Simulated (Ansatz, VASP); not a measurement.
## One calculation of Si5Sn, two programs

```xyz
6
Lattice="4.4747 0.0000 0.0000 -2.2374 3.8752 0.0000 0.0000 0.0000 6.3455" Properties=species:S:1:pos:R:3 pbc="T T T"
Si    2.2374    0.0000    3.1727
Si   -1.1187    1.9376    3.1727
Si    1.1187    1.9376    3.1727
Si    0.0000    0.0000    4.0110
Si    0.0000    0.0000    2.3345
Sn    0.0000    0.0000    0.0000
```

Alike in both runs: task relaxation of cell and atoms; functional PBE; k mesh 6 × 6 × 4; occupations gaussian, width 0.1 eV; no spin polarisation.

|  | VASP | Ansatz |
| --- | --- | --- |
| version | VASP 6.6.1 | Ansatz 0.2.0 |
| potentials or method | VASP PAW PBE potentials, release 64 (Si, Sn_d), cutoff 600 eV | scalar-relativistic, plane waves, PAW |
| valence electrons in the cell | 34 | 34 |

```csv
,VASP,Ansatz,Ansatz less VASP
"gap on the k mesh at the Fermi level, each at its own relaxed structure (eV)",none,none,-
relaxed volume (Å³/atom),26.55,26.54,-0.015
relaxed cell length with the largest relative difference (Å),8.171,8.162,-0.0089
```

A gap of «none» marks a metal or a gap that the smearing closes.

Noted on VASP's run: the volume moved by over 15 % at a fixed basis, so the end points are rough.
